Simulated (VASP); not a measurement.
# Eu (Pm-3m) in VASP: notebook

The runs below take Eu through single point, with LDA, RPBE.

Everything below comes from runs of VASP 6.6.1. Logs are shortened: lines on timing, memory, paths and dates and some standing lists are left out, and cuts for length are marked.

## Step 1: The cell of the first run

The structure is cubic, space group Pm-3m (No. 221). Conventional cell: a = 2.681 Å, b = 2.681 Å, c = 2.681 Å, α = 90.00°, β = 90.00°, γ = 90.00°. Eu (site symmetry m-3m) has 6 Eu at 2.68 Å within 3.5 Å.

This isn't the form of Eu at room conditions, which is bcc.

## Step 2: Single point, LDA, collinear spin, ferromagnetic start (19.26 Å³/atom)

The input, INCAR:

```
PREC = Accurate
ENCUT = 520
EDIFF = 1E-6
ISMEAR = -1
SIGMA = 0.05
LREAL = False
LASPH = True
NELM = 150
ALGO = Normal
ISIF = 2
LWAVE = False
LCHARG = False
ISPIN = 2
MAGMOM = 7
LORBIT = 11
LMAXMIX = 6
GGA = CA
NBANDS = 18
```

The input, KPOINTS:

```
regular mesh
0
Gamma
  11 11 11
```

The input, POSCAR:

```
Eu
1.0
    2.6807019364      0.0000000000      0.0000000000
    0.0000000000      2.6807019364      0.0000000000
    0.0000000000      0.0000000000      2.6807019364
Eu
1
Direct
    0.0000000000      0.0000000000      0.0000000000
```

Potentials or basis: VASP PAW PBE potentials, release 64 (Eu).

Started as:

```
cat potpaw_PBE.64/Eu/POTCAR > POTCAR
mpirun -np 1 vasp_std > vasp.out
```

OUTCAR:

```text
PREC = Accurate
   ENCUT = 520
   EDIFF = 1E-6
   ISMEAR = -1
   LREAL = False
   LASPH = True
   NELM = 150
   ISIF = 2
   ISPIN = 2
   LORBIT = 11
   GGA = CA

 ion  position               nearest neighbor table
   1  0.000  0.000  0.000-

  LATTYP: Found a simple cubic cell.
 ALAT       =     2.6807019364

  Lattice vectors:

 A1 = (   2.6807019364,   0.0000000000,   0.0000000000)
 A2 = (   0.0000000000,   2.6807019364,   0.0000000000)
 A3 = (   0.0000000000,   0.0000000000,   2.6807019364)

Analysis of symmetry for initial positions (statically):
=====================================================================
 Subroutine PRICEL returns:
 Original cell was already a primitive cell.

 Routine SETGRP: Setting up the symmetry group for a
 simple cubic supercell.

 Subroutine GETGRP returns: Found 48 space group operations
 (whereof 48 operations were pure point group operations)
 out of a pool of 48 trial point group operations.

The static configuration has the point symmetry O_h .

Analysis of symmetry for dynamics (positions and initial velocities):
=====================================================================
 Subroutine PRICEL returns:
 Original cell was already a primitive cell.

 Routine SETGRP: Setting up the symmetry group for a
 simple cubic supercell.

 Subroutine GETGRP returns: Found 48 space group operations
 (whereof 48 operations were pure point group operations)
 out of a pool of 48 trial point group operations.

The dynamic configuration has the point symmetry O_h .

Analysis of structural, dynamic, and magnetic symmetry:
=====================================================================
 Subroutine PRICEL returns:
 Original cell was already a primitive cell.

 Routine SETGRP: Setting up the symmetry group for a
 simple cubic supercell.

 Subroutine GETGRP returns: Found 48 space group operations
 (whereof 48 operations were pure point group operations)
 out of a pool of 48 trial point group operations.

The overall configuration has the point symmetry O_h .

 Subroutine INISYM returns: Found 48 space group operations
 (whereof 48 operations are pure point group operations),
 and found     1 'primitive' translations

----------------------------------------------------------------------------------------

                                     Primitive cell

  volume of cell :      19.2640

  direct lattice vectors                    reciprocal lattice vectors
     2.680701936  0.000000000  0.000000000     0.373036624  0.000000000  0.000000000
     0.000000000  2.680701936  0.000000000     0.000000000  0.373036624  0.000000000
     0.000000000  0.000000000  2.680701936     0.000000000  0.000000000  0.373036624

  length of vectors
     2.680701936  2.680701936  2.680701936     0.373036624  0.373036624  0.373036624

  position of ions in fractional coordinates (direct lattice)
     0.000000000  0.000000000  0.000000000

  ion indices of the primitive-cell ions
   primitive index   ion index
                 1           1

----------------------------------------------------------------------------------------

 KPOINTS: regular mesh

Automatic generation of k-mesh.
 Grid dimensions read from file:
 generate k-points for:   11   11   11

 Generating k-lattice:

  Cartesian coordinates                     Fractional coordinates (reciprocal lattice)
     0.033912420  0.000000000  0.000000000     0.090909091  0.000000000  0.000000000
     0.000000000  0.033912420  0.000000000     0.000000000  0.090909091  0.000000000
     0.000000000  0.000000000  0.033912420     0.000000000  0.000000000  0.090909091

  Length of vectors
     0.033912420  0.033912420  0.033912420

  Shift w.r.t. Gamma in fractional coordinates (k-lattice)
     0.000000000  0.000000000  0.000000000

 Subroutine IBZKPT returns following result:
 ===========================================

 Found     56 irreducible k-points:

 Following reciprocal coordinates:
            Coordinates               Weight
  0.000000  0.000000  0.000000      1.000000
  0.090909  0.000000  0.000000      6.000000
  0.181818  0.000000  0.000000      6.000000
  0.272727  0.000000  0.000000      6.000000
  0.363636  0.000000  0.000000      6.000000
  0.454545  0.000000  0.000000      6.000000
[... 16 lines left out ...]
  0.181818  0.090909  0.090909     24.000000
  0.272727  0.090909  0.090909     24.000000
 [... further k-points ...]
   k-points           NKPTS =     56   k-points in BZ     NKDIM =     56   number of bands    NBANDS=     18
   number of dos      NEDOS =    301   number of ions     NIONS =      1
   total plane-waves  NPLWV =   8000
   dimension x,y,z NGX =    20 NGY =   20 NGZ =   20
   dimension x,y,z NGXF=    40 NGYF=   40 NGZF=   40
   ions per type =               1
   NGX,Y,Z   is equivalent  to a cutoff of  12.40, 12.40, 12.40 a.u.
   NGXF,Y,Z  is equivalent  to a cutoff of  24.81, 24.81, 24.81 a.u.
 SYSTEM =  unknown system
   PREC   = accura    normal or accurate (medium, high low for compatibility)
   ISTART =      0    job   : 0-new  1-cont  2-samecut
   ICHARG =      2    charge: 1-file 2-atom 10-const
   ISPIN  =      2    spin polarized calculation?
   LNONCOLLINEAR =      F non collinear calculations
   LSORBIT =      F    spin-orbit coupling
   LASPH  =      T    aspherical Exc in radial PAW
   ENCUT  =  520.0 eV  38.22 Ry    6.18 a.u.   4.98  4.98  4.98*2*pi/ulx,y,z
   NELM   =    150;   NELMIN=  2; NELMDL= -5     # of ELM steps
   EDIFF  = 0.1E-05   stopping-criterion for ELM
   LREAL  =      F    real-space projection
   EDIFFG = 0.1E-04   stopping-criterion for IOM
   NSW    =      0    number of steps for IOM
   IBRION =     -1    ionic relax: 0-MD 1-quasi-New 2-CG
   NFREE  =      0    steps in history (QN), initial steepest desc. (CG)
   ISIF   =      2    stress and relaxation
   ISYM   =      2    0-nonsym 1-usesym 2-fastsym
   POTIM  = 0.5000    time-step for ionic-motion
   TEBEG  =    0.0;   TEEND  =   0.0 temperature during run
   PSTRESS=    0.0 pullay stress
   NELECT =      17.0000    total number of electrons
   NUPDOWN=      -1.0000    fix difference up-down
   EMIN   =  10.00;   EMAX   =-10.00  energy-range for DOS
   EFERMI =   0.00;   METHOD = LEGACY
   ISMEAR =    -1;   SIGMA  =   0.05  broadening in eV -4-tet -1-fermi 0-gaus
   EFERMI_NEDOS =   21; number of points for ismear=-14 and -15
   IALGO  =     38    algorithm
   IMIX   =      4    mixing-type and parameters
     AMIX     =   0.40;   BMIX     =  1.00
     AMIX_MAG =   1.60;   BMIX_MAG =  1.00
  volume/ion in A,a.u.               =      19.26       130.00
  Fermi-wavevector in a.u.,A,eV,Ry     =   1.570276  2.967391 33.548785  2.465766
  Thomas-Fermi vector in A             =   2.672033
   LORBIT       =     11    0 simple, 1 ext, 2 COOP (PROOUT), +10 PAW based schemes
   GGA     = CA    functional components
   LHFCALC =     F    Hartree Fock is set to
   AEXX    =    0.0000 exact exchange contribution
   IVDW    =     0    specifies the selected vdW correction
   LEPSILON=     F    determine dielectric tensor
   LRPA    =     F    only Hartree local field effects (RPA)
 spin polarized calculation
  energy-cutoff  :      520.00
  volume of cell :       19.26
 maximum number of plane-waves:       528
 NGX is ok and might be reduce to    20
   NGX =  9   NGY =  9   NGZ =  9

 number of electron      16.9999997 magnetization       6.8348280

 Free energy of the ion-electron system (eV)
  ---------------------------------------------------
  ext. energy  EPLUGINS =         0.00000000
  ---------------------------------------------------
  free energy    TOTEN  =       -10.21258397 eV

  energy without entropy =      -10.20002355  energy(sigma->0) =      -10.20630376

 E-fermi :   5.7199     XC(G=0): -12.8729

 val. band max:        5.7165152333   @ k =   0.1818   0.0909   0.0909
 cond. band min:       5.7268048220   @ k =   0.3636   0.2727   0.1818
 fundamental gap:      0.0102895887
 Fermi energy:         5.7198529590

 spin component 1

 k-point     1 :       0.0000    0.0000    0.0000
  band No.  band energies     occupation
      1     -36.6652      1.00000
      2     -12.8822      1.00000
      3     -12.8822      1.00000
      4     -12.8822      1.00000
      5       1.9624      1.00000
      6       3.6000      1.00000
[... 10 lines left out ...]
     17      16.9249      0.00000
     18      23.2799      0.00000

 k-point     2 :       0.0909    0.0000    0.0000
  band No.  band energies     occupation
      1     -36.6127      1.00000
      2     -13.3706      1.00000
      3     -12.8407      1.00000
      4     -12.8407      1.00000
      5       2.2954      1.00000
      6       3.6552      1.00000
[... 10 lines left out ...]
     17      16.9918      0.00000
     18      22.0097      0.00000
[... 442 lines left out ...]
 k-point    24 :       0.2727    0.0909    0.0909
  band No.  band energies     occupation
      1     -36.1678      1.00000
      2     -15.7258      1.00000
      3     -13.0173      1.00000
      4     -12.9774      1.00000
      5       3.8243      1.00000
      6       4.1561      1.00000
[... 10 lines left out ...]
     17      15.7413      0.00000
     18      20.2198      0.00000

 [... further k-points ...]

 spin component 2

 k-point     1 :       0.0000    0.0000    0.0000
  band No.  band energies     occupation
      1     -34.0503      1.00000
      2     -10.6566      1.00000
      3     -10.6566      1.00000
      4     -10.6566      1.00000
      5       2.8150      1.00000
      6       4.7557      1.00000
[... 10 lines left out ...]
     17      18.4742      0.00000
     18      24.3868      0.00000

 k-point     2 :       0.0909    0.0000    0.0000
  band No.  band energies     occupation
      1     -33.9922      1.00000
      2     -11.2082      1.00000
      3     -10.6102      1.00000
      4     -10.6102      1.00000
      5       3.1755      1.00000
      6       4.8469      1.00000
[... 10 lines left out ...]
     17      18.5484      0.00000
     18      23.1338      0.00000
[... 442 lines left out ...]
 k-point    24 :       0.2727    0.0909    0.0909
  band No.  band energies     occupation
      1     -33.4975      1.00000
      2     -13.7860      1.00000
      3     -10.8103      1.00000
      4     -10.7607      1.00000
      5       5.3024      0.99976
      6       6.2676      0.00002
[... 10 lines left out ...]
     17      17.2889      0.00000
     18      21.5408      0.00000

 [... further k-points ...]

------------------------ aborting loop because EDIFF is reached ----------------------------------------

  FORCE on cell =-STRESS in cart. coord.  units (eV):
  Direction    XX          YY          ZZ          XY          YZ          ZX
  --------------------------------------------------------------------------------------
  -------------------------------------------------------------------------------------
  Total        3.4695912      3.4695912      3.4695912     -0.0000000      0.0000000     -0.0000000
  in kB      288.5647696    288.5647696    288.5647696     -0.0000000      0.0000000     -0.0000000
  external PRESSURE =     288.5647696 kB  Pullay stress =       0.0000000 kB

 VOLUME and BASIS-vectors are now :
 -----------------------------------------------------------------------------
  energy-cutoff  :      520.00
  volume of cell :       19.26
      direct lattice vectors                 reciprocal lattice vectors
     2.680701936  0.000000000  0.000000000     0.373036624  0.000000000  0.000000000
     0.000000000  2.680701936  0.000000000     0.000000000  0.373036624  0.000000000
     0.000000000  0.000000000  2.680701936     0.000000000  0.000000000  0.373036624

 POSITION                                       TOTAL-FORCE (eV/Angst)
 -----------------------------------------------------------------------------------
      0.00000      0.00000      0.00000         0.000000      0.000000      0.000000
 -----------------------------------------------------------------------------------
    total drift:                                0.000000      0.000000      0.000000

  FREE ENERGIE OF THE ION-ELECTRON SYSTEM (eV)
  ---------------------------------------------------
  free  energy   TOTEN  =       -10.2125839654 eV

  energy  without entropy=      -10.2000235509  energy(sigma->0) =      -10.20630376

 total charge

# of ion       s       p       d       f       tot
--------------------------------------------------
    1        2.072   5.617   1.092   6.554  15.335

 magnetization (x)

# of ion       s       p       d       f       tot
--------------------------------------------------
    1        0.017  -0.068   0.252   6.381   6.583
```

It took 31 s on 1 thread of Intel Xeon Platinum 8488C (Sapphire Rapids), shared host; peak memory 0.16 GiB.

What came out:

```yaml
Free_energy: -10.2126 eV
Pressure: 28.9 GPa
Net_moment: 6.83 μB per cell
Site_moments: Eu +6.58 μB
Valence_electrons_inside_the_program's_atomic_spheres: Eu 15.34
```

Levels at points of the mesh, in eV from the Fermi level:
Spin up:
| k point | band 9 | band 10 | band 11 | band 12 | band 13 | band 14 | band 15 | band 16 |
| --- | --- | --- | --- | --- | --- | --- | --- | --- |
| (0.00, 0.00, 0.00) | -1.03 | -1.03 | -0.69 | -0.69 | -0.69 | -0.49 | 11.21 | 11.21 |
Spin down:
```
           k point  band 3  band 4  band 5  band 6  band 7  band 8
(0.00, 0.00, 0.00)  -16.38  -16.38   -2.90   -0.96   -0.96    3.18
```

Caveat: the cell stands under pressure; the PAW data sets were made with another functional, which shifts forces and pressure a little; spin-orbit coupling is left out, which moves the levels of the heavy elements; semilocal functionals describe open f shells poorly, which spoils levels, moments and volumes. The state reached can hang on the start; a lower one may exist.

## Step 3: Single point, LDA, collinear spin, ferromagnetic start (19.26 Å³/atom)

The input, INCAR:

```
SYSTEM = Eu
  PREC = Accurate
  ENCUT = 520
  EDIFF = 1E-6
  ISMEAR = -1
  SIGMA = 0.05
  LREAL = .False.
  LASPH = .True.
  NELM = 150
  ALGO = Normal
  ISIF = 2
  LWAVE = .False.
  LCHARG = .False.
  ISPIN = 2
  MAGMOM = 7
  LORBIT = 11
  LMAXMIX = 6
  GGA = CA
  NBANDS = 18
```

The input, KPOINTS:

```
Automatic mesh
0
Gamma
  11 11 11
  0 0 0
```

POSCAR is that of step 2.

Potentials or basis: VASP PAW PBE potentials, release 64 (Eu).

Started as:

```
cat potpaw_PBE.64/Eu/POTCAR > POTCAR
mpirun -np 1 vasp_std > vasp.out
```

OUTCAR:

```text
SYSTEM = Eu
   PREC = Accurate
   ENCUT = 520
   EDIFF = 1E-6
   ISMEAR = -1
   LREAL = .False.
   LASPH = .True.
   NELM = 150
   ISIF = 2
   ISPIN = 2
   LORBIT = 11
   GGA = CA

 ion  position               nearest neighbor table
   1  0.000  0.000  0.000-

  LATTYP: Found a simple cubic cell.
 ALAT       =     2.6807019364

  Lattice vectors:

 A1 = (   2.6807019364,   0.0000000000,   0.0000000000)
 A2 = (   0.0000000000,   2.6807019364,   0.0000000000)
 A3 = (   0.0000000000,   0.0000000000,   2.6807019364)

Analysis of symmetry for initial positions (statically):
=====================================================================
 Subroutine PRICEL returns:
 Original cell was already a primitive cell.

 Routine SETGRP: Setting up the symmetry group for a
 simple cubic supercell.

 Subroutine GETGRP returns: Found 48 space group operations
 (whereof 48 operations were pure point group operations)
 out of a pool of 48 trial point group operations.

The static configuration has the point symmetry O_h .

Analysis of symmetry for dynamics (positions and initial velocities):
[... 684 lines left out ...]
 [... further k-points ...]

 spin component 2

 k-point     1 :       0.0000    0.0000    0.0000
  band No.  band energies     occupation
      1     -34.0503      1.00000
      2     -10.6566      1.00000
      3     -10.6566      1.00000
      4     -10.6566      1.00000
      5       2.8150      1.00000
      6       4.7557      1.00000
[... 493 lines left out ...]
     17      17.2889      0.00000
     18      21.5408      0.00000

 [... further k-points ...]

------------------------ aborting loop because EDIFF is reached ----------------------------------------

  FORCE on cell =-STRESS in cart. coord.  units (eV):
  Direction    XX          YY          ZZ          XY          YZ          ZX
  --------------------------------------------------------------------------------------
  -------------------------------------------------------------------------------------
  Total        3.4695912      3.4695912      3.4695912     -0.0000000      0.0000000     -0.0000000
  in kB      288.5647696    288.5647696    288.5647696     -0.0000000      0.0000000     -0.0000000
  external PRESSURE =     288.5647696 kB  Pullay stress =       0.0000000 kB

 VOLUME and BASIS-vectors are now :
 -----------------------------------------------------------------------------
  energy-cutoff  :      520.00
  volume of cell :       19.26
      direct lattice vectors                 reciprocal lattice vectors
     2.680701936  0.000000000  0.000000000     0.373036624  0.000000000  0.000000000
     0.000000000  2.680701936  0.000000000     0.000000000  0.373036624  0.000000000
     0.000000000  0.000000000  2.680701936     0.000000000  0.000000000  0.373036624

 POSITION                                       TOTAL-FORCE (eV/Angst)
 -----------------------------------------------------------------------------------
      0.00000      0.00000      0.00000         0.000000      0.000000      0.000000
 -----------------------------------------------------------------------------------
    total drift:                                0.000000      0.000000      0.000000

  FREE ENERGIE OF THE ION-ELECTRON SYSTEM (eV)
  ---------------------------------------------------
  free  energy   TOTEN  =       -10.2125839654 eV

  energy  without entropy=      -10.2000235509  energy(sigma->0) =      -10.20630376

 total charge

# of ion       s       p       d       f       tot
--------------------------------------------------
    1        2.072   5.617   1.092   6.554  15.335

 magnetization (x)

# of ion       s       p       d       f       tot
--------------------------------------------------
    1        0.017  -0.068   0.252   6.381   6.583
```

OSZICAR:

```text
N       E                     dE             d eps       ncg     rms          rms(c)
DAV:   1     0.807811065185E+02    0.80781E+02   -0.64607E+03  5064   0.465E+03
DAV:   2     0.188218487389E+01   -0.78899E+02   -0.70336E+02  4828   0.307E+02
DAV:   3    -0.722241784039E+01   -0.91046E+01   -0.87439E+01  5808   0.914E+01
DAV:   4    -0.872930831015E+01   -0.15069E+01   -0.14726E+01  7770   0.258E+01
DAV:   5    -0.881065211747E+01   -0.81344E-01   -0.80716E-01  6302   0.696E+00    0.460E+01
DAV:   6    -0.134345380788E+02   -0.46239E+01   -0.24764E+01  4746   0.176E+02    0.812E+01
DAV:   7    -0.109818031903E+02    0.24527E+01   -0.24694E+00  4970   0.453E+01    0.298E+01
DAV:   8    -0.102629209213E+02    0.71888E+00   -0.19058E+00  5482   0.422E+01    0.152E+01
DAV:   9    -0.103521934555E+02   -0.89273E-01   -0.12739E+00  5966   0.315E+01    0.160E+01
DAV:  10    -0.101689935187E+02    0.18320E+00   -0.31721E-01  5806   0.161E+01    0.142E+01
DAV:  11    -0.101899901183E+02   -0.20997E-01   -0.27703E-02  7276   0.278E+00    0.111E+01
DAV:  12    -0.102149197011E+02   -0.24930E-01   -0.95993E-03  6412   0.277E+00    0.708E+00
DAV:  13    -0.102174249917E+02   -0.25053E-02   -0.64211E-03  7038   0.212E+00    0.106E+00
DAV:  14    -0.102126341639E+02    0.47908E-02   -0.17409E-03  6820   0.907E-01    0.135E+00
DAV:  15    -0.102124618644E+02    0.17230E-03   -0.97749E-04  5834   0.827E-01    0.226E-01
DAV:  16    -0.102125830577E+02   -0.12119E-03   -0.25929E-04  6626   0.429E-01    0.745E-02
DAV:  17    -0.102125833196E+02   -0.26191E-06   -0.40589E-05  7458   0.143E-01    0.724E-02
DAV:  18    -0.102125839654E+02   -0.64582E-06   -0.45604E-06  5998   0.429E-02
   1 F= -.10212584E+02 E0= -.10206304E+02  d E =-.125604E-01  mag=     6.8332
```

Run time: 30 s. Hardware: 1 thread of Intel Xeon Platinum 8488C (Sapphire Rapids), shared host; peak memory 0.15 GiB.

Results:

| Item | Value |
| --- | --- |
| Free energy | -10.2126 eV |
| Pressure | 28.9 GPa |
| Net moment | 6.83 μB per cell |
| Site moments | Eu +6.58 μB |
| Valence electrons inside the program's atomic spheres | Eu 15.34 |

Caveat: the cell stands under pressure; the PAW data sets were made with another functional, which shifts forces and pressure a little; spin-orbit coupling is left out, which moves the levels of the heavy elements; semilocal functionals describe open f shells poorly, which spoils levels, moments and volumes. The state reached can hang on the start; a lower one may exist.

[end of part 1 of 2]
